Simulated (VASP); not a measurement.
Wanted: the native input for a VASP 6.6.1 run.

```yaml
Task: single point
Functional: r2SCAN
Potentials_or_basis: VASP PAW PBE potentials, release 64 (N)
Cutoff: 520 eV
k_mesh: 6 × 6 × 4
Occupations: gaussian, width 0.05 eV
Spin: collinear spin, ferromagnetic start
Starting_moments: "[3.2, 3.2] μB"
Dipole_correction: no
Further_INCAR_settings: ALGO = Normal; EDIFF = 1e-06; NBANDS = 16
```

Crystal: N.

```
CELL_PARAMETERS angstrom
3.62900 0.00000 0.00000
-1.81450 3.14281 0.00000
0.00000 0.00000 5.89000
ATOMIC_POSITIONS crystal
N 0.33333 0.66667 0.21604
N 0.66667 0.33333 0.75000
```

This cell differs from its parent crystal: atom 1 (N) moved by (+0.000, -0.200) A along [1 1 0] and z.

These files were run (other wordings do the same):

POSCAR

```
N
1.0
    3.6290016496      0.0000000000      0.0000000000
   -1.8145008248      3.1428076190      0.0000000000
    0.0000000000      0.0000000000      5.8900000000
N
2
Direct
    0.3333333333      0.6666666667      0.2160441426
    0.6666666667      0.3333333333      0.7500000000
```

INCAR.step1

```
SYSTEM = N
ALGO = Normal
EDIFF = 1E-4
ENCUT = 520
GGA = PE
ISMEAR = 0
ISPIN = 2
LASPH = .TRUE.
LCHARG = .FALSE.
LREAL = .FALSE.
LWAVE = .TRUE.
MAGMOM = 3.2 3.2
NBANDS = 16
NELM = 150
PREC = Accurate
SIGMA = 0.05
```

INCAR.step2

```
SYSTEM = N
ALGO = Normal
EDIFF = 1E-6
ENCUT = 520
ISIF = 2
ISMEAR = 0
ISPIN = 2
ISTART = 1
LASPH = .TRUE.
LCHARG = .FALSE.
LMIXTAU = .TRUE.
LORBIT = 11
LREAL = .FALSE.
LWAVE = .FALSE.
MAGMOM = 3.2 3.2
METAGGA = R2SCAN
NBANDS = 16
NELM = 150
PREC = Accurate
SIGMA = 0.05
```

KPOINTS

```
k-points
0
G
  6 6 4
  0 0 0
```

Potentials or basis: VASP PAW PBE potentials, release 64 (N).

Launch:

```sh
$ cat potpaw_PBE.64/N/POTCAR > POTCAR
$ cp INCAR.step1 INCAR
$ mpirun -np 1 vasp_std > vasp.out
$ cp INCAR.step2 INCAR
$ mpirun -np 1 vasp_std > vasp.out
```

It gave:

| Property | Result |
| --- | --- |
| Pressure | 0.2 GPa |
| Largest force | 0.048 eV/Å |
| Band gap on the k mesh | 3.92 eV |
| Net moment | 6.00 μB per cell |
| Site moments | N +1.99 μB |
| Valence electrons inside the program's atomic spheres | N 3.30 |

Caveat: the cell differs from its parent crystal (atom 1 (N) moved by (+0.000, -0.200) A along [1 1 0] and z); the atoms stand far beyond bonding distance; the PAW data sets were made with another functional, which shifts forces and pressure a little.

Wall time 2.8 min on 1 thread of Intel(R) Xeon(R) Platinum 8259CL CPU @ 2.50GHz (Skylake/Cascade Lake), with other jobs on the host, peak memory 0.23 GiB.
